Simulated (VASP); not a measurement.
## SnO2 (Cassiterite): relaxation of the atoms with PBE

SnO2 (Cassiterite):

```xyz
6
Lattice="4.7380 0.0000 0.0000 0.0000 4.7380 0.0000 0.0000 0.0000 3.1865" Properties=species:S:1:pos:R:3 pbc="T T T"
Sn    0.0000    0.0000    0.0000
Sn    2.3690    2.3690    1.5933
O     1.4550    1.4550    0.0000
O     0.9140    3.8240    1.5933
O     3.2830    3.2830    0.0000
O     3.8240    0.9140    1.5933
```

```json
{"Program": "VASP 6.6.1", "Task": "relaxation of the atoms", "Functional": "PBE", "Potentials or basis": "VASP PAW PBE potentials, release 64 (Sn_d, O)", "Cutoff": "520 eV", "k mesh": "4 × 4 × 6", "Occupations": "fermi-dirac, width 0.02 eV", "Spin": "no spin polarisation", "Dipole correction": "no", "Further INCAR settings": "ALGO = Normal; EDIFF = 1e-06; IBRION = 2; EDIFFG = -0.02; NSW = 80"}
```

```json
{
  "Energy gained by relaxing": "1.2 meV/atom",
  "Ionic steps": "3",
  "Pressure after relaxing": "11.4 GPa",
  "Band gap on the k mesh": "1.23 eV, direct"
}
```

Stress tensor (GPa, compression positive):
```
10.55  0.00  0.00
 0.00 10.55  0.00
 0.00  0.00 13.04
```

The path:
| step | energy change (eV) | largest force (eV/Å) | pressure (GPa) |
| --- | --- | --- | --- |
| 1 | 0.0000 | 0.2941 | 11.79 |
| 2 | -0.0068 | 0.0537 | 11.31 |
| 3 | -0.0070 | 0.0003 | 11.38 |

Final structure:
```
Sn O
1.0
     4.73800    0.00000    0.00000
     0.00000    4.73800    0.00000
     0.00000    0.00000    3.18650
Sn O
2 4
Direct
  0.00000 0.00000 0.00000
  0.50000 0.50000 0.50000
  0.30531 0.30531 0.00000
  0.19469 0.80531 0.50000
  0.69469 0.69469 0.00000
  0.80531 0.19469 0.50000
```

Levels at points of the mesh, in eV from the valence-band top:
```
           k point  band 24  band 25  band 26  band 27  band 28  band 29
(0.00, 0.00, 0.00)    -0.79    -0.79     0.00     1.23     6.21     6.32
(0.50, 0.00, 0.00)    -1.20    -0.63    -0.63     4.44     4.44     7.11
(0.50, 0.50, 0.00)    -1.32    -0.91    -0.91     4.87     4.87     7.54
(0.00, 0.00, 0.50)    -1.67    -1.26    -1.26     6.18     6.18     9.75
(0.50, 0.00, 0.50)    -1.11    -0.71    -0.71     6.46     6.46     8.06
(0.50, 0.50, 0.50)    -0.95    -0.84    -0.84     4.81     4.81     8.94
```

Wall time 70 s on 1 thread of Intel(R) Xeon(R) Platinum 8375C CPU @ 2.90GHz (Ice Lake), on a shared host, peak memory 0.2 GiB.

Caveat: spin-orbit coupling is left out, which moves the levels of the heavy elements. A hybrid or GW would open this gap; PBE tends to underestimate it.
